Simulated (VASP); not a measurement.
Cu:

```xyz
1
Lattice="0.0000 1.8075 1.8075 1.8075 0.0000 1.8075 1.8075 1.8075 0.0000" Properties=species:S:1:pos:R:3 pbc="T T T"
Cu    0.0000    0.0000    0.0000
```

- Program: VASP 6.6.1
- Task: relaxation of cell and atoms
- Functional: PBEsol
- Potentials or basis: VASP PAW PBE potentials, release 64 (Cu)
- Cutoff: 600 eV
- k mesh: 26 × 26 × 26
- Occupations: fermi-dirac, width 0.05 eV
- Spin: no spin polarisation

At the start: pressure -5.7 GPa; volume 11.81 Å³/atom.

**Question.** How do energy, volume and symmetry change on relaxing?

**Answer.** Over 3 steps the energy falls by 8.3 meV/atom and the volume is 11.36 Å³/atom (-3.8 %); space group Fm-3m (No. 225, to 0.1 Å) before and after.

Step by step:
| step | energy change (eV) | largest force (eV/Å) | pressure (GPa) | volume (Å³) |
| --- | --- | --- | --- | --- |
| 1 | 0.0000 | 0.0000 | -5.72 | 11.81 |
| 2 | -0.0051 | 0.0000 | 4.02 | 11.10 |
| 3 | -0.0083 | 0.0000 | 0.00 | 11.36 |

Final structure:
```
CELL_PARAMETERS angstrom
0.00000 1.78443 1.78443
1.78443 0.00000 1.78443
1.78443 1.78443 0.00000
ATOMIC_POSITIONS crystal
Cu 0.00000 0.00000 0.00000
```

Caveat: the PAW data sets were made with another functional, which shifts forces and pressure a little.
